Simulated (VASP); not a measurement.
# Li (Im-3m) in VASP: further runs

Li is run at these levels: PBEsol; tasks: single point.

All numbers are computed with VASP 6.6.1; they aren't measurements. Logs are shortened: lines on timing, memory, paths and dates and some standing lists are left out, and cuts for length are marked.

## Step 1: The cell of the first run

Symmetry: Im-3m, No. 229, cubic system. The conventional cell has a = 3.187 Å, b = 3.187 Å, c = 3.187 Å, α = 90.00°, β = 90.00°, γ = 90.00°. Li (site symmetry m-3m) has 14 Li at 2.76 to 3.19 Å within 3.6 Å.

## Step 2: Single point, PBEsol (16.19 Å³/atom)

INCAR reads:

```
PREC     = Accurate       # precision mode
ENCUT    = 520            # plane-wave cutoff, eV
EDIFF    = 1E-6           # SCF threshold, eV
ISMEAR   = 0              # smearing method
SIGMA    = 0.05           # smearing width, eV
LREAL    = False          # projectors in reciprocal space
LASPH    = True           # aspherical terms in the spheres
NELM     = 80             # most SCF steps
ALGO     = Normal         # electronic algorithm
ISIF     = 2              # what is computed and relaxed
LWAVE    = False          # write WAVECAR
LCHARG   = False          # write CHGCAR
GGA      = PS             # functional
NBANDS   = 8              # bands
```

KPOINTS reads:

```
Automatic mesh
0
Gamma
  20 20 20
```

POSCAR reads:

```
Li
1.0
   -1.5935972665      1.5935972665      1.5935972665
    1.5935972665     -1.5935972665      1.5935972665
    1.5935972665      1.5935972665     -1.5935972665
Li
1
Direct
    0.0000000000      0.0000000000      0.0000000000
```

Potentials or basis: VASP PAW PBE potentials, release 64 (Li_sv).

On the command line:

```bash
cat potpaw_PBE.64/Li_sv/POTCAR > POTCAR
mpirun -np 1 vasp_std > vasp.out
```

OUTCAR:

```text
PREC = Accurate
   ENCUT = 520
   EDIFF = 1E-6
   ISMEAR = 0
   LREAL = False
   LASPH = True
   NELM = 80
   ISIF = 2
   GGA = PS

 ion  position               nearest neighbor table
   1  0.000  0.000  0.000-

  LATTYP: Found a body centered cubic cell.
 ALAT       =     3.1871945330

  Lattice vectors:

 A1 = (  -1.5935972665,   1.5935972665,   1.5935972665)
 A2 = (   1.5935972665,  -1.5935972665,   1.5935972665)
 A3 = (   1.5935972665,   1.5935972665,  -1.5935972665)

Analysis of symmetry for initial positions (statically):
=====================================================================
 Subroutine PRICEL returns:
 Original cell was already a primitive cell.

 Routine SETGRP: Setting up the symmetry group for a
 body centered cubic supercell.

 Subroutine GETGRP returns: Found 48 space group operations
 (whereof 48 operations were pure point group operations)
 out of a pool of 48 trial point group operations.

The static configuration has the point symmetry O_h .

Analysis of symmetry for dynamics (positions and initial velocities):
=====================================================================
 Subroutine PRICEL returns:
 Original cell was already a primitive cell.

 Routine SETGRP: Setting up the symmetry group for a
 body centered cubic supercell.

 Subroutine GETGRP returns: Found 48 space group operations
 (whereof 48 operations were pure point group operations)
 out of a pool of 48 trial point group operations.

The dynamic configuration has the point symmetry O_h .

 Subroutine INISYM returns: Found 48 space group operations
 (whereof 48 operations are pure point group operations),
 and found     1 'primitive' translations

----------------------------------------------------------------------------------------

                                     Primitive cell

  volume of cell :      16.1881

  direct lattice vectors                    reciprocal lattice vectors
    -1.593597266  1.593597266  1.593597266     0.000000000  0.313755558  0.313755558
     1.593597266 -1.593597266  1.593597266     0.313755558  0.000000000  0.313755558
     1.593597266  1.593597266 -1.593597266     0.313755558  0.313755558  0.000000000

  length of vectors
     2.760191432  2.760191432  2.760191432     0.443717366  0.443717366  0.443717366

  position of ions in fractional coordinates (direct lattice)
     0.000000000  0.000000000  0.000000000

  ion indices of the primitive-cell ions
   primitive index   ion index
                 1           1

----------------------------------------------------------------------------------------

 KPOINTS: Automatic mesh

Automatic generation of k-mesh.
 Grid dimensions read from file:
 generate k-points for:   20   20   20

 Generating k-lattice:

  Cartesian coordinates                     Fractional coordinates (reciprocal lattice)
     0.000000000  0.015687778  0.015687778     0.050000000  0.000000000  0.000000000
     0.015687778  0.000000000  0.015687778     0.000000000  0.050000000  0.000000000
     0.015687778  0.015687778  0.000000000     0.000000000  0.000000000  0.050000000

  Length of vectors
     0.022185868  0.022185868  0.022185868

  Shift w.r.t. Gamma in fractional coordinates (k-lattice)
     0.000000000  0.000000000  0.000000000

 Subroutine IBZKPT returns following result:
 ===========================================

 Found    256 irreducible k-points:

 Following reciprocal coordinates:
            Coordinates               Weight
  0.000000  0.000000  0.000000      1.000000
  0.050000  0.000000  0.000000     12.000000
  0.100000  0.000000  0.000000     12.000000
  0.150000  0.000000  0.000000     12.000000
  0.200000  0.000000  0.000000     12.000000
  0.250000  0.000000  0.000000     12.000000
[... 16 lines left out ...]
  0.200000  0.100000  0.000000     48.000000
  0.250000  0.100000  0.000000     48.000000
 [... further k-points ...]
   k-points           NKPTS =    256   k-points in BZ     NKDIM =    256   number of bands    NBANDS=      8
   number of dos      NEDOS =    301   number of ions     NIONS =      1
   total plane-waves  NPLWV =  13824
   dimension x,y,z NGX =    24 NGY =   24 NGZ =   24
   dimension x,y,z NGXF=    48 NGYF=   48 NGZF=   48
   ions per type =               1
   NGX,Y,Z   is equivalent  to a cutoff of  14.46, 14.46, 14.46 a.u.
   NGXF,Y,Z  is equivalent  to a cutoff of  28.91, 28.91, 28.91 a.u.
 SYSTEM =  unknown system
   PREC   = accura    normal or accurate (medium, high low for compatibility)
   ISTART =      0    job   : 0-new  1-cont  2-samecut
   ICHARG =      2    charge: 1-file 2-atom 10-const
   ISPIN  =      1    spin polarized calculation?
   LNONCOLLINEAR =      F non collinear calculations
   LSORBIT =      F    spin-orbit coupling
   LASPH  =      T    aspherical Exc in radial PAW
   ENCUT  =  520.0 eV  38.22 Ry    6.18 a.u.   5.13  5.13  5.13*2*pi/ulx,y,z
   NELM   =     80;   NELMIN=  2; NELMDL= -5     # of ELM steps
   EDIFF  = 0.1E-05   stopping-criterion for ELM
   LREAL  =      F    real-space projection
[... 7 lines left out ...]
   TEBEG  =    0.0;   TEEND  =   0.0 temperature during run
   PSTRESS=    0.0 pullay stress
   NELECT =       3.0000    total number of electrons
   NUPDOWN=      -1.0000    fix difference up-down
   EMIN   =  10.00;   EMAX   =-10.00  energy-range for DOS
   EFERMI =   0.00;   METHOD = LEGACY
   ISMEAR =     0;   SIGMA  =   0.05  broadening in eV -4-tet -1-fermi 0-gaus
   EFERMI_NEDOS =   21; number of points for ismear=-14 and -15
   IALGO  =     38    algorithm
   IMIX   =      4    mixing-type and parameters
     AMIX     =   0.40;   BMIX     =  1.00
     AMIX_MAG =   1.60;   BMIX_MAG =  1.00
  volume/ion in A,a.u.               =      16.19       109.24
  Fermi-wavevector in a.u.,A,eV,Ry     =   0.933362  1.763798 11.852908  0.871164
  Thomas-Fermi vector in A             =   2.060055
   LORBIT       =      0    0 simple, 1 ext, 2 COOP (PROOUT), +10 PAW based schemes
   GGA     = PS    functional components
   LHFCALC =     F    Hartree Fock is set to
   AEXX    =    0.0000 exact exchange contribution
   IVDW    =     0    specifies the selected vdW correction
   LEPSILON=     F    determine dielectric tensor
   LRPA    =     F    only Hartree local field effects (RPA)
 non-spin polarized calculation
 Gauss-broadening in eV      SIGMA  =   0.05
  energy-cutoff  :      520.00
  volume of cell :       16.19
 maximum number of plane-waves:       466
 NGX is ok and might be reduce to    24
   NGX = 11   NGY = 11   NGZ = 11

 number of electron       3.0000003 magnetization

 Free energy of the ion-electron system (eV)
  ---------------------------------------------------
  ext. energy  EPLUGINS =         0.00000000
  ---------------------------------------------------
  free energy    TOTEN  =        -1.91694658 eV

  energy without entropy =       -1.91623373  energy(sigma->0) =       -1.91659016

 E-fermi :   1.3309     XC(G=0):  -7.5909

 val. band max:        1.3210904620   @ k =   0.3000   0.2000   0.0000
 cond. band min:       1.3543018475   @ k =  -0.3000   0.3500   0.2500
 fundamental gap:      0.0332113855
 Fermi energy:         1.3309368151

 k-point     1 :       0.0000    0.0000    0.0000
  band No.  band energies     occupation
      1     -44.2407      2.00000
      2      -2.5103      2.00000
      3      18.4327      0.00000
      4      18.4327      0.00000
      5      18.4327      0.00000
      6      23.7005      0.00000
      7      23.7005      0.00000
      8      23.7005      0.00000

 k-point     2 :       0.0500    0.0000    0.0000
  band No.  band energies     occupation
      1     -44.2395      2.00000
      2      -2.4598      2.00000
      3      18.0517      0.00000
      4      18.1252      0.00000
      5      18.3282      0.00000
      6      22.6757      0.00000
      7      22.8474      0.00000
      8      24.0738      0.00000

 k-point     3 :       0.1000    0.0000    0.0000
  band No.  band energies     occupation
      1     -44.2361      2.00000
      2      -2.3083      2.00000
      3      16.8896      0.00000
      4      17.4165      0.00000
      5      18.0248      0.00000
      6      21.5431      0.00000
      7      21.6679      0.00000
      8      23.5876      0.00000

 k-point     4 :       0.1500    0.0000    0.0000
  band No.  band energies     occupation
      1     -44.2307      2.00000
      2      -2.0552      2.00000
      3      15.1875      0.00000
      4      16.5943      0.00000
      5      17.5669      0.00000
      6      20.5854      0.00000
      7      21.0144      0.00000
      8      23.4587      0.00000

 k-point     5 :       0.2000    0.0000    0.0000
  band No.  band energies     occupation
      1     -44.2239      2.00000
      2      -1.7002      2.00000
      3      13.3192      0.00000
      4      15.7998      0.00000
      5      17.0309      0.00000
      6      19.6370      0.00000
      7      20.8323      0.00000
      8      23.6397      0.00000

 k-point     6 :       0.2500    0.0000    0.0000
  band No.  band energies     occupation
      1     -44.2165      2.00000
      2      -1.2448      2.00000
      3      11.4799      0.00000
      4      15.0913      0.00000
      5      16.4926      0.00000
      6      18.8308      0.00000
      7      20.8419      0.00000
      8      24.0679      0.00000

 k-point     7 :       0.3000    0.0000    0.0000
  band No.  band energies     occupation
      1     -44.2091      2.00000
      2      -0.6934      2.00000
      3       9.7522      0.00000
      4      14.4947      0.00000
      5      16.0062      0.00000
      6      18.1696      0.00000
      7      20.9722      0.00000
      8      24.6909      0.00000
[... 133 lines left out ...]
 k-point    20 :       0.4500    0.0500   -0.0000
  band No.  band energies     occupation
      1     -44.1924      2.00000
      2       1.4751      0.00005
      3       5.5128      0.00000
      4      13.1942      0.00000
      5      14.4821      0.00000
      6      17.8851      0.00000
      7      21.6759      0.00000
      8      27.4581      0.00000

 k-point    21 :       0.1000    0.1000    0.0000
  band No.  band energies     occupation
      1     -44.2277      2.00000
      2      -1.9026      2.00000
      3      14.9981      0.00000
      4      15.4254      0.00000
      5      16.8274      0.00000
      6      20.8363      0.00000
      7      21.2075      0.00000
      8      23.6009      0.00000

 k-point    22 :       0.1500    0.1000    0.0000
  band No.  band energies     occupation
      1     -44.2214      2.00000
      2      -1.5466      2.00000
      3      13.2788      0.00000
      4      14.5731      0.00000
      5      16.1694      0.00000
      6      20.7180      0.00000
      7      21.0141      0.00000
      8      23.8468      0.00000

 k-point    23 :       0.2000    0.1000    0.0000
  band No.  band energies     occupation
      1     -44.2143      2.00000
      2      -1.0887      2.00000
      3      11.4782      0.00000
      4      13.8863      0.00000
      5      15.5592      0.00000
      6      20.5516      0.00000
      7      20.8739      0.00000
      8      24.2844      0.00000

 k-point    24 :       0.2500    0.1000    0.0000
  band No.  band energies     occupation
      1     -44.2072      2.00000
      2      -0.5331      2.00000
      3       9.7667      0.00000
      4      13.3157      0.00000
      5      15.0287      0.00000
      6      20.1687      0.00000
      7      21.0364      0.00000
      8      24.8756      0.00000

 [... further k-points ...]

------------------------ aborting loop because EDIFF is reached ----------------------------------------

  FORCE on cell =-STRESS in cart. coord.  units (eV):
  Direction    XX          YY          ZZ          XY          YZ          ZX
  --------------------------------------------------------------------------------------
  -------------------------------------------------------------------------------------
  Total        0.4330023      0.4330023      0.4330023     -0.0000000      0.0000000     -0.0000000
  in kB       42.8553486     42.8553486     42.8553486     -0.0000000      0.0000000     -0.0000000
  external PRESSURE =      42.8553486 kB  Pullay stress =       0.0000000 kB

 VOLUME and BASIS-vectors are now :
 -----------------------------------------------------------------------------
  energy-cutoff  :      520.00
  volume of cell :       16.19
      direct lattice vectors                 reciprocal lattice vectors
    -1.593597266  1.593597266  1.593597266     0.000000000  0.313755558  0.313755558
     1.593597266 -1.593597266  1.593597266     0.313755558  0.000000000  0.313755558
     1.593597266  1.593597266 -1.593597266     0.313755558  0.313755558  0.000000000

 POSITION                                       TOTAL-FORCE (eV/Angst)
 -----------------------------------------------------------------------------------
      0.00000      0.00000      0.00000         0.000000     -0.000000      0.000000
 -----------------------------------------------------------------------------------
    total drift:                               -0.000000      0.000000      0.000000

  FREE ENERGIE OF THE ION-ELECTRON SYSTEM (eV)
  ---------------------------------------------------
  free  energy   TOTEN  =        -1.9169465787 eV

  energy  without entropy=       -1.9162337344  energy(sigma->0) =       -1.91659016
```

It took 24 s on 1 thread of Intel Xeon 8259CL, shared host; peak memory 0.14 GiB.

Results:

```
Free energy            : -1.9169 eV
Band gap on the k mesh : zero (an odd number of electrons rules out a gap without spin polarisation)
```

Caveat: the cutoff is under 1.25 times the usual one of these potentials, so pressure, stress and relaxed cells hold a basis-set (Pulay) error; the PAW data sets were made with another functional, which shifts forces and pressure a little.

## Step 3: Single point, PBEsol (17.00 Å³/atom)

This run uses another cell than the first one, of 17.00 Å³/atom.

INCAR reads:

```
SYSTEM = Li
PREC     = Accurate       ! precision mode
ENCUT    = 520            ! plane-wave cutoff, eV
EDIFF    = 1E-6           ! SCF threshold, eV
ISMEAR   = 0              ! smearing method
SIGMA    = 0.05           ! smearing width, eV
LREAL    = .FALSE.        ! projectors in reciprocal space
LASPH    = .TRUE.         ! aspherical terms in the spheres
NELM     = 80             ! most SCF steps
ALGO     = Fast           ! electronic algorithm
ISIF     = 2              ! what is computed and relaxed
LWAVE    = .FALSE.        ! write WAVECAR
LCHARG   = .TRUE.         ! write CHGCAR
GGA      = PS             ! functional
LELF     = .TRUE.         ! ELF
LVHAR    = .TRUE.       
NBANDS   = 8              ! bands
```

KPOINTS reads:

```
regular mesh
0
G
  20 20 20
  0 0 0
```

POSCAR reads:

```
Li
1.0
   -1.6197264559      1.6197264559      1.6197264559
    1.6197264559     -1.6197264559      1.6197264559
    1.6197264559      1.6197264559     -1.6197264559
Li
1
Direct
    0.0000000000      0.0000000000      0.0000000000
```

Potentials or basis: VASP PAW PBE potentials, release 64 (Li_sv).

On the command line:

```bash
cat potpaw_PBE.64/Li_sv/POTCAR > POTCAR
mpirun -np 1 vasp_std > vasp.out
```

It took 31 s on 1 thread of Intel Xeon 8259CL, shared host; peak memory 0.15 GiB.

The run converged. Its results:

| Property | Result |
| --- | --- |
| Free energy | -1.9365 eV |
| Band gap on the k mesh | zero (an odd number of electrons rules out a gap without spin polarisation) |

Levels at points of the mesh, in eV from the Fermi level:
```tsv
k point	band 1	band 2	band 3	band 4
(0.00, 0.00, 0.00)	-45.65	-3.79	16.53	16.53
(0.50, 0.00, 0.00)	-45.61	0.18	3.89	11.69
(0.50, 0.50, 0.50)	-45.58	6.17	6.17	6.17
```

Caveat: the cutoff is under 1.25 times the usual one of these potentials, so pressure, stress and relaxed cells hold a basis-set (Pulay) error; the PAW data sets were made with another functional, which shifts forces and pressure a little.

[end of part 1 of 2]
